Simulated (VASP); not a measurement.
Al:

```
Al
1.0
     4.59002    0.00000    0.00000
    -2.29501    3.97507    0.00000
     0.00000    0.00000    6.74851
Al
6
Cartesian
  -0.7678 2.6346 2.2978
  0.3973 1.9928 0.0483
  0.3705 3.3227 4.5473
  2.0731 0.9757 1.5831
  2.7085 1.3075 6.0821
  2.1035 1.6919 3.8326
```

The cell was built from a structure type or drawn by symmetry, and may not be a known phase.

| Quantity | Value |
| --- | --- |
| Program | VASP 6.6.1 |
| Task | relaxation of cell and atoms |
| Functional | PBE |
| Potentials or basis | VASP PAW PBE potentials, release 64 (Al) |
| Cutoff | 600 eV |
| k mesh | 6 × 6 × 4 |
| Occupations | gaussian, width 0.1 eV |
| Spin | no spin polarisation |

At the start: pressure 12.0 GPa; volume 20.52 Å³/atom.

Where does the relaxation end?

Over 52 steps the energy falls by 463.4 meV/atom and the volume is 20.60 Å³/atom (+0.4 %); space group P3_2 (No. 145, to 0.1 Å) before, P6_3/mmc (No. 194, to 0.1 Å).

Step by step:
| step | energy change (eV) | largest force (eV/Å) | pressure (GPa) | volume (Å³) |
| --- | --- | --- | --- | --- |
| 1 | 0.0000 | 1.1600 | 12.03 | 123.13 |
| 3 | -1.0341 | 0.6767 | -0.71 | 146.32 |
| 5 | -1.4318 | 0.7742 | -0.56 | 141.34 |
| 7 | -1.0551 | 2.1022 | 7.99 | 118.13 |
| 9 | -1.9757 | 1.0436 | 1.21 | 128.43 |
| 11 | -2.0990 | 0.8846 | 0.91 | 127.50 |
| 13 | -2.2602 | 0.4472 | -0.67 | 130.75 |
| 15 | -2.2798 | 0.3278 | -1.34 | 132.64 |
| 17 | -2.3266 | 0.2609 | 0.78 | 127.57 |
| 19 | -2.3722 | 0.2267 | 0.28 | 128.01 |
| 21 | -2.3869 | 0.0878 | -0.73 | 130.17 |
| 23 | -2.3965 | 0.1149 | 0.05 | 128.23 |
| 25 | -2.4098 | 0.1360 | 0.32 | 127.35 |
| 27 | -2.4504 | 0.5118 | 1.50 | 123.21 |
| 29 | -2.4474 | 0.5616 | 1.69 | 122.51 |
| 31 | -2.4507 | 0.5714 | 1.67 | 122.45 |
| 33 | -2.4626 | 0.6101 | 1.59 | 122.17 |
| 35 | -2.4811 | 0.6359 | 1.35 | 121.94 |
| 37 | -2.5666 | 0.5411 | 0.32 | 123.32 |
| 39 | -2.6623 | 0.3131 | -0.47 | 124.76 |
| 41 | -2.7085 | 0.3053 | 0.41 | 123.75 |
| 43 | -2.7417 | 0.2021 | -0.49 | 125.45 |
| 45 | -2.7506 | 0.1301 | -1.21 | 126.97 |
| 47 | -2.7721 | 0.1161 | 0.05 | 124.07 |
| 49 | -2.7751 | 0.1035 | 0.05 | 123.91 |
| 51 | -2.7791 | 0.0530 | 0.03 | 123.74 |
| 52 | -2.7803 | 0.0316 | 0.15 | 123.57 |

Final structure:
```cif
data_structure
_symmetry_space_group_name_H-M 'P 1'
_symmetry_Int_Tables_number 1
_cell_length_a 4.1542
_cell_length_b 4.1542
_cell_length_c 8.2682
_cell_angle_alpha 90.000
_cell_angle_beta 90.000
_cell_angle_gamma 120.000
_cell_volume 123.57
loop_
_atom_site_label
_atom_site_type_symbol
_atom_site_fract_x
_atom_site_fract_y
_atom_site_fract_z
_atom_site_occupancy
Al1 Al 0.33371 0.66482 0.37046 1
Al2 Al 0.33518 0.66889 0.03713 1
Al3 Al 0.33111 0.66629 0.70380 1
Al4 Al 0.66963 0.33462 0.20461 1
Al5 Al 0.66538 0.33501 0.87127 1
Al6 Al 0.66499 0.33037 0.53794 1
```

Caveat: a cell axis changed by over 15 % at a fixed basis, so the end point is rough.
